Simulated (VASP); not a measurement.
Write the native input for VASP 6.6.1 that does the following.

| Quantity | Value |
| --- | --- |
| Task | single point |
| Functional | PBEsol |
| Potentials or basis | VASP PAW PBE potentials, release 64 (B) |
| Cutoff | 520 eV |
| k mesh | 15 × 15 × 15 |
| Occupations | fermi-dirac, width 0.1 eV |
| Spin | no spin polarisation |
| Dipole correction | no |
| Further INCAR settings | ALGO = Normal; EDIFF = 1e-06; NBANDS = 10 |

The structure of B lies in POSCAR:

```
B
1.0
    0.0000000000      1.9323507430      1.9323507430
    1.9323507430      0.0000000000      1.9323507430
    1.9323507430      1.9323507430      0.0000000000
B
2
Direct
    0.1250000000      0.1250000000      0.1250000000
    0.8750000000      0.8750000000      0.8750000000
```

This cell differs from its parent crystal: volume scaled by 0.88.

The input as run:

INCAR

```
SYSTEM = B
PREC = Accurate
ENCUT = 520
EDIFF = 1E-6
ISMEAR = -1
SIGMA = 0.1
LREAL = .FALSE.
LASPH = .TRUE.
NELM = 80
ALGO = Normal
ISIF = 2
LWAVE = .FALSE.
LCHARG = .FALSE.
GGA = PS
NBANDS = 10
```

KPOINTS

```
Automatic mesh
0
G
  15 15 15
  0 0 0
```

Potentials or basis: VASP PAW PBE potentials, release 64 (B).

The run is started by

```bash
$ cat potpaw_PBE.64/B/POTCAR > POTCAR
$ mpirun -np 1 vasp_std > vasp.out
```

It gave:

```json
{
 "Pressure": "29.5 GPa",
 "Band gap on the k mesh": "zero (band 3 reaches 9.43 eV, above the bottom of band 4 at 1.72 eV)"
}
```

Caveat: the PAW data sets were made with another functional, which shifts forces and pressure a little.

Run time: 5.7 s on 1 thread of Intel(R) Xeon(R) 6975P-C (Granite Rapids) (shared host), peak memory 0.12 GiB.
